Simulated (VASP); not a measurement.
**Ba: single point with LDA**

Crystal: Ba.

```xyz
1
Lattice="0.0000 2.9943 2.9943 2.9943 0.0000 2.9943 2.9943 2.9943 0.0000" Properties=species:S:1:pos:R:3 pbc="T T T"
Ba    0.0000    0.0000    0.0000
```

This isn't the form of Ba at room conditions, which is bcc.

| Quantity | Value |
| --- | --- |
| Program | VASP 6.6.1 |
| Task | single point |
| Functional | LDA |
| Potentials or basis | VASP PAW LDA potentials, release 64 (Ba_sv) |
| Cutoff | 520 eV |
| k mesh | 9 × 9 × 9 |
| Occupations | fermi-dirac, width 0.1 eV |
| Spin | non-collinear spin, zero start, spin-orbit coupling |
| Starting moments | [[0.0, 0.0, 0.0]] μB |
| Dipole correction | no |
| Further INCAR settings | ALGO = Normal; EDIFF = 1e-07; NBANDS = 21 |

| Property | Result |
| --- | --- |
| Pressure | 0.0 GPa |
| Net moment | 0.00 μB per cell |
| Valence electrons inside the program's atomic spheres | Ba 7.95 |

Moments on the atoms (μB; x, y, z):
```
Ba  0.00 0.00 0.00
```

It took 85 s on 1 thread of Intel(R) Xeon(R) Platinum 8259CL CPU @ 2.50GHz (Skylake/Cascade Lake), with other jobs on the host, peak memory 0.26 GiB.
